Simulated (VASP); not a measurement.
# ZrH2 (Fm-3m) in VASP: a series of runs

ZrH2 is run at these levels: PBEsol; tasks: single point.

All numbers are computed with VASP 6.6.1; they aren't measurements. Logs are shortened: lines on timing, memory, paths and dates and some standing lists are left out, and cuts for length are marked.

**1. The cell of the first run**

The structure is cubic, space group Fm-3m (No. 225). The conventional cell has a = 4.652 Å, b = 4.652 Å, c = 4.652 Å, α = 90.00°, β = 90.00°, γ = 90.00°. Zr (site symmetry m-3m) has 8 H at 2.01 Å within 2.7 Å. H (site symmetry -43m) has 4 Zr at 2.01 Å and 6 H at 2.33 Å within 2.7 Å.

**2. Single point, PBEsol**

Input file INCAR:

```
PREC     = Accurate       # precision mode
ENCUT    = 520            # plane-wave cutoff, eV
EDIFF    = 1E-7           # SCF threshold, eV
ISMEAR   = 0              # smearing method
SIGMA    = 0.01           # smearing width, eV
LREAL    = False          # projectors in reciprocal space
LASPH    = True           # aspherical terms in the spheres
NELM     = 60             # most SCF steps
ALGO     = Normal         # electronic algorithm
ISIF     = 2              # what is computed and relaxed
LWAVE    = False          # write WAVECAR
LCHARG   = False          # write CHGCAR
GGA      = PS             # functional
NBANDS   = 14             # bands
```

Input file KPOINTS:

```
regular mesh
0
Gamma
  8 8 8
```

Input file POSCAR:

```
ZrH2
1.0
    0.0000000000      2.3260811626      2.3260811626
    2.3260811626      0.0000000000      2.3260811626
    2.3260811626      2.3260811626      0.0000000000
Zr H
1 2
Direct
    0.0000000000      0.0000000000      0.0000000000
    0.7500000000      0.7500000000      0.7500000000
    0.2500000000      0.2500000000      0.2500000000
```

Potentials or basis: VASP PAW PBE potentials, release 64 (Zr_sv, H).

Run with:

```bash
> cat potpaw_PBE.64/Zr_sv/POTCAR potpaw_PBE.64/H/POTCAR > POTCAR
> mpirun -np 1 vasp_std > vasp.out
```

OUTCAR:

```text
PREC = Accurate
   ENCUT = 520
   EDIFF = 1E-7
   ISMEAR = 0
   LREAL = False
   LASPH = True
   NELM = 60
   ISIF = 2
   GGA = PS

 ion  position               nearest neighbor table
   1  0.000  0.000  0.000-   2 2.01   3 2.01   2 2.01   2 2.01   2 2.01   3 2.01   3 2.01   3 2.01

   2  0.750  0.750  0.750-   1 2.01   1 2.01   1 2.01   1 2.01
   3  0.250  0.250  0.250-   1 2.01   1 2.01   1 2.01   1 2.01

  LATTYP: Found a face centered cubic cell.
 ALAT       =     4.6521623252

  Lattice vectors:

 A1 = (   0.0000000000,   2.3260811626,   2.3260811626)
 A2 = (   2.3260811626,   0.0000000000,   2.3260811626)
 A3 = (   2.3260811626,   2.3260811626,   0.0000000000)

Analysis of symmetry for initial positions (statically):
=====================================================================
 Subroutine PRICEL returns:
 Original cell was already a primitive cell.

 Routine SETGRP: Setting up the symmetry group for a
 face centered cubic supercell.

 Subroutine GETGRP returns: Found 48 space group operations
 (whereof 48 operations were pure point group operations)
 out of a pool of 48 trial point group operations.

The static configuration has the point symmetry O_h .

Analysis of symmetry for dynamics (positions and initial velocities):
=====================================================================
 Subroutine PRICEL returns:
 Original cell was already a primitive cell.

 Routine SETGRP: Setting up the symmetry group for a
 face centered cubic supercell.

 Subroutine GETGRP returns: Found 48 space group operations
 (whereof 48 operations were pure point group operations)
 out of a pool of 48 trial point group operations.

The dynamic configuration has the point symmetry O_h .

 Subroutine INISYM returns: Found 48 space group operations
 (whereof 48 operations are pure point group operations),
 and found     1 'primitive' translations

----------------------------------------------------------------------------------------

                                     Primitive cell

  volume of cell :      25.1712

  direct lattice vectors                    reciprocal lattice vectors
     0.000000000  2.326081163  2.326081163    -0.214953806  0.214953806  0.214953806
     2.326081163  0.000000000  2.326081163     0.214953806 -0.214953806  0.214953806
     2.326081163  2.326081163  0.000000000     0.214953806  0.214953806 -0.214953806

  length of vectors
     3.289575527  3.289575527  3.289575527     0.372310914  0.372310914  0.372310914

[... 95 lines left out ...]
   EMIN   =  10.00;   EMAX   =-10.00  energy-range for DOS
   EFERMI =   0.00;   METHOD = LEGACY
   ISMEAR =     0;   SIGMA  =   0.01  broadening in eV -4-tet -1-fermi 0-gaus
   EFERMI_NEDOS =   21; number of points for ismear=-14 and -15
   IALGO  =     38    algorithm
   IMIX   =      4    mixing-type and parameters
     AMIX     =   0.40;   BMIX     =  1.00
     AMIX_MAG =   1.60;   BMIX_MAG =  1.00
  volume/ion in A,a.u.               =       8.39        56.62
  Fermi-wavevector in a.u.,A,eV,Ry     =   1.346323  2.544182 24.661730  1.812586
  Thomas-Fermi vector in A             =   2.474164
   LORBIT       =      0    0 simple, 1 ext, 2 COOP (PROOUT), +10 PAW based schemes
   GGA     = PS    functional components
   LHFCALC =     F    Hartree Fock is set to
   AEXX    =    0.0000 exact exchange contribution
   IVDW    =     0    specifies the selected vdW correction
   LEPSILON=     F    determine dielectric tensor
   LRPA    =     F    only Hartree local field effects (RPA)
 non-spin polarized calculation
 Gauss-broadening in eV      SIGMA  =   0.01
  energy-cutoff  :      520.00
  volume of cell :       25.17
 maximum number of plane-waves:       700
   NGX = 13   NGY = 13   NGZ = 13

 number of electron      14.0000001 magnetization

 Free energy of the ion-electron system (eV)
  ---------------------------------------------------
  ext. energy  EPLUGINS =         0.00000000
  ---------------------------------------------------
  free energy    TOTEN  =       -17.51615843 eV

  energy without entropy =      -17.51600468  energy(sigma->0) =      -17.51608155

 E-fermi :   9.4413     XC(G=0): -11.7500

 val. band max:        9.3725163815   @ k =   0.1250   0.1250   0.0000
 cond. band min:       9.4464359760   @ k =   0.2500   0.0000   0.0000
 fundamental gap:      0.0739195945
 Fermi energy:         9.4413183171

 k-point     1 :       0.0000    0.0000    0.0000
  band No.  band energies     occupation
      1     -39.5466      2.00000
      2     -17.2440      2.00000
      3     -17.2440      2.00000
      4     -17.2440      2.00000
      5      -0.6350      2.00000
      6       8.0585      2.00000
      7       8.9964      2.00000
      8       8.9964      2.00000
      9       8.9964      2.00000
     10      11.9403      0.00000
     11      11.9403      0.00000
     12      20.9076      0.00000
     13      22.1055      0.00000
     14      22.1055      0.00000
[... 377 lines left out ...]
      1     -39.4044      2.00000
      2     -18.0589      2.00000
      3     -17.6192      2.00000
      4     -17.4300      2.00000
      5       2.4663      2.00000
      6       4.2437      2.00000
      7       7.7182      2.00000
      8      10.1474      0.00000
      9      12.9374      0.00000
     10      14.3289      0.00000
     11      15.9676      0.00000
     12      17.5998      0.00000
     13      18.8084      0.00000
     14      21.5909      0.00000

 [... further k-points ...]

------------------------ aborting loop because EDIFF is reached ----------------------------------------

  FORCE on cell =-STRESS in cart. coord.  units (eV):
  Direction    XX          YY          ZZ          XY          YZ          ZX
  --------------------------------------------------------------------------------------
  -------------------------------------------------------------------------------------
  Total        1.8371521      1.8371521      1.8371521      0.0000000      0.0000000      0.0000000
  in kB      116.9367728    116.9367728    116.9367728      0.0000000      0.0000000      0.0000000
  external PRESSURE =     116.9367728 kB  Pullay stress =       0.0000000 kB

 VOLUME and BASIS-vectors are now :
 -----------------------------------------------------------------------------
  energy-cutoff  :      520.00
  volume of cell :       25.17
      direct lattice vectors                 reciprocal lattice vectors
     0.000000000  2.326081163  2.326081163    -0.214953806  0.214953806  0.214953806
     2.326081163  0.000000000  2.326081163     0.214953806 -0.214953806  0.214953806
     2.326081163  2.326081163  0.000000000     0.214953806  0.214953806 -0.214953806

 POSITION                                       TOTAL-FORCE (eV/Angst)
 -----------------------------------------------------------------------------------
      0.00000      0.00000      0.00000         0.000000     -0.000000     -0.000000
      3.48912      3.48912      3.48912        -0.000000     -0.000000     -0.000000
      1.16304      1.16304      1.16304         0.000000      0.000000      0.000000
 -----------------------------------------------------------------------------------
    total drift:                               -0.000000      0.000000      0.000000

  FREE ENERGIE OF THE ION-ELECTRON SYSTEM (eV)
  ---------------------------------------------------
  free  energy   TOTEN  =       -17.5161584287 eV

  energy  without entropy=      -17.5160046758  energy(sigma->0) =      -17.51608155
```

stdout:

```text
POSCAR found type information on POSCAR ZrH
 POSCAR found :  2 types and       3 ions
 scaLAPACK will be used
 -----------------------------------------------------------------------------
|                                                                             |
|                                                                             |
|     You enforced a specific xc type in the INCAR file but a different       |
|     I HOPE YOU KNOW WHAT YOU ARE DOING!                                     |
|                                                                             |
 -----------------------------------------------------------------------------

 LDA part: xc-table for (Slater+PW92), standard interpolation
 POSCAR, INCAR and KPOINTS ok, starting setup
 FFT: planning ... GRIDC
 FFT: planning ... GRID_SOFT
 FFT: planning ... GRID
 WAVECAR not read
 entering main loop
```

It took 16 s on 1 thread of Intel Xeon 8259CL, shared host; peak memory 0.14 GiB.

What came out:

| Property | Result |
| --- | --- |
| Free energy | -17.5162 eV |
| Pressure | 11.7 GPa |
| Band gap on the k mesh | zero (bands 7 and 8 overlap by 0.46 eV) |

Levels at points of the mesh, in eV from the Fermi level:
```csv
k point,band 5,band 6,band 7,band 8,band 9,band 10
"(0.00, 0.00, 0.00)",-10.08,-1.38,-0.44,-0.44,-0.44,2.50
"(0.50, 0.00, 0.00)",-7.93,-4.38,-0.33,-0.33,4.08,4.08
"(0.50, 0.50, 0.00)",-7.11,-4.44,-3.82,4.28,4.36,4.36
```

Caveat: the cell stands under pressure; the PAW data sets were made with another functional, which shifts forces and pressure a little.

**3. Single point, PBEsol**

This run uses another cell than the first one, of 8.62 Å³/atom.

Input file INCAR:

```
PREC = Accurate
ENCUT = 520
EDIFF = 1E-6
ISMEAR = 0
SIGMA = 0.01
LREAL = F
LASPH = T
NELM = 80
ALGO = Normal
ISIF = 2
LWAVE = F
LCHARG = T
GGA = PS
LELF = T
LVHAR = T
NBANDS = 14
```

Input file KPOINTS:

```
Automatic mesh
0
Gamma
  8 8 8
```

Input file POSCAR:

```
ZrH2
1.0
    0.0000000000      2.3474225489      2.3474225489
    2.3474225489      0.0000000000      2.3474225489
    2.3474225489      2.3474225489      0.0000000000
Zr H
1 2
Direct
    0.0000000000      0.0000000000      0.0000000000
    0.7500000000      0.7500000000      0.7500000000
    0.2500000000      0.2500000000      0.2500000000
```

Potentials or basis: VASP PAW PBE potentials, release 64 (Zr_sv, H).

Run with:

```bash
> cat potpaw_PBE.64/Zr_sv/POTCAR potpaw_PBE.64/H/POTCAR > POTCAR
> mpirun -np 1 vasp_std > vasp.out
```

Wall time 26 s (1 thread of Intel Xeon 8259CL, shared host); peak memory 0.16 GiB.

The run converged. Its results:

```
Free energy            : -17.5573 eV
Pressure               : 6.8 GPa
Band gap on the k mesh : zero (bands 7 and 8 overlap by 0.45 eV)
```

Levels at points of the mesh, in eV from the Fermi level:
```
           k point  band 5  band 6  band 7  band 8  band 9  band 10
(0.00, 0.00, 0.00)   -9.97   -1.37   -0.43   -0.43   -0.43     2.41
(0.50, 0.00, 0.00)   -7.80   -4.42   -0.31   -0.31    3.93     3.93
(0.50, 0.50, 0.00)   -6.96   -4.49   -3.71    4.13    4.20     4.20
```

Caveat: the cell stands under pressure; the PAW data sets were made with another functional, which shifts forces and pressure a little.

**4. Single point, PBEsol**

This run uses another cell than the first one, of 8.86 Å³/atom.

Input file INCAR:

```
SYSTEM = ZrH2
ALGO = Normal
EDIFF = 1E-6
ENCUT = 520
GGA = PS
ISIF = 2
ISMEAR = 0
LASPH = .True.
LCHARG = .False.
LREAL = .False.
LWAVE = .False.
NBANDS = 14
NELM = 80
PREC = Accurate
SIGMA = 0.01
```

Input file KPOINTS:

```
k-points
0
Gamma
  8 8 8
  0 0 0
```

Input file POSCAR:

```
ZrH2
1.0
    0.0000000000      2.3683827878      2.3683827878
    2.3683827878      0.0000000000      2.3683827878
    2.3683827878      2.3683827878      0.0000000000
Zr H
1 2
Direct
    0.0000000000      0.0000000000      0.0000000000
    0.7500000000      0.7500000000      0.7500000000
    0.2500000000      0.2500000000      0.2500000000
```

Run with:

```bash
> cat potpaw_PBE.64/Zr_sv/POTCAR potpaw_PBE.64/H/POTCAR > POTCAR
> mpirun -np 1 vasp_std > vasp.out
```

Run time: 26 s. Hardware: 1 thread of Intel Xeon 8259CL, shared host; peak memory 0.16 GiB.

Results (log left out):

| Item | Value |
| --- | --- |
| Free energy | -17.5785 eV |
| Pressure | 2.5 GPa |
| Band gap on the k mesh | zero (bands 7 and 8 overlap by 0.44 eV) |

Levels at points of the mesh, in eV from the Fermi level:
| k point | band 4 | band 5 | band 6 | band 7 | band 8 | band 9 | band 10 | band 11 |
| --- | --- | --- | --- | --- | --- | --- | --- | --- |
| (0.00, 0.00, 0.00) | -26.86 | -9.87 | -1.35 | -0.42 | -0.42 | -0.42 | 2.33 | 2.33 |
| (0.50, 0.00, 0.00) | -26.96 | -7.68 | -4.45 | -0.30 | -0.30 | 3.79 | 3.79 | 4.63 |
| (0.50, 0.50, 0.00) | -27.12 | -6.82 | -4.53 | -3.61 | 3.98 | 4.05 | 4.05 | 6.85 |

Caveat: the PAW data sets were made with another functional, which shifts forces and pressure a little.

**5. Single point, PBEsol**

This run uses another cell than the first one, of 9.09 Å³/atom.

Input file INCAR:

```
PREC = Accurate
ENCUT = 520
EDIFF = 1E-6
ISMEAR = 0
SIGMA = 0.01
LREAL = False
LASPH = True
NELM = 80
ALGO = Normal
ISIF = 2
LWAVE = False
LCHARG = True
GGA = PS
LELF = True
LVHAR = True
NBANDS = 14
```

Input file KPOINTS:

```
Automatic mesh
0
Gamma
  8 8 8
```

Input file POSCAR:

```
ZrH2
1.0
    0.0000000000      2.3889784545      2.3889784545
    2.3889784545      0.0000000000      2.3889784545
    2.3889784545      2.3889784545      0.0000000000
Zr H
1 2
Direct
    0.0000000000      0.0000000000      0.0000000000
    0.7500000000      0.7500000000      0.7500000000
    0.2500000000      0.2500000000      0.2500000000
```

Run with:

```bash
> cat potpaw_PBE.64/Zr_sv/POTCAR potpaw_PBE.64/H/POTCAR > POTCAR
> mpirun -np 1 vasp_std > vasp.out
```

Wall time 29 s (1 thread of Intel Xeon 8259CL, shared host); peak memory 0.16 GiB.

Results (log left out):

| Item | Value |
| --- | --- |
| Free energy | -17.5820 eV |
| Pressure | -1.3 GPa |
| Band gap on the k mesh | zero (bands 7 and 8 overlap by 0.43 eV) |

Levels at points of the mesh, in eV from the Fermi level:
```
           k point  band 5  band 6  band 7  band 8  band 9  band 10
(0.00, 0.00, 0.00)   -9.76   -1.33   -0.41   -0.41   -0.41     2.25
(0.50, 0.00, 0.00)   -7.56   -4.48   -0.29   -0.29    3.66     3.66
(0.50, 0.50, 0.00)   -6.69   -4.57   -3.52    3.84    3.90     3.90
```

Caveat: the PAW data sets were made with another functional, which shifts forces and pressure a little.

**6. The runs side by side**

```tsv
cell	gap on the mesh (eV)	pressure (GPa)
a = 3.290 Å, angles 60.0°, 3 atoms	none	11.7
a = 3.320 Å, angles 60.0°, 3 atoms	none	6.8
a = 3.349 Å, angles 60.0°, 3 atoms	none	2.5
a = 3.379 Å, angles 60.0°, 3 atoms	none	-1.3
```

Alike in all rows: task single point; level PBEsol; potentials or basis VASP PAW PBE potentials, release 64 (Zr_sv, H); no spin polarisation; k mesh 8 × 8 × 8; cutoff (eV) 520; smearing gaussian 0.01 eV.

Caveats: the PAW data sets were made with another functional, which shifts forces and pressure a little; the cell stands under pressure (at least some runs).

Total energies depend on the potentials used, so only differences within one code and one set of settings carry meaning.
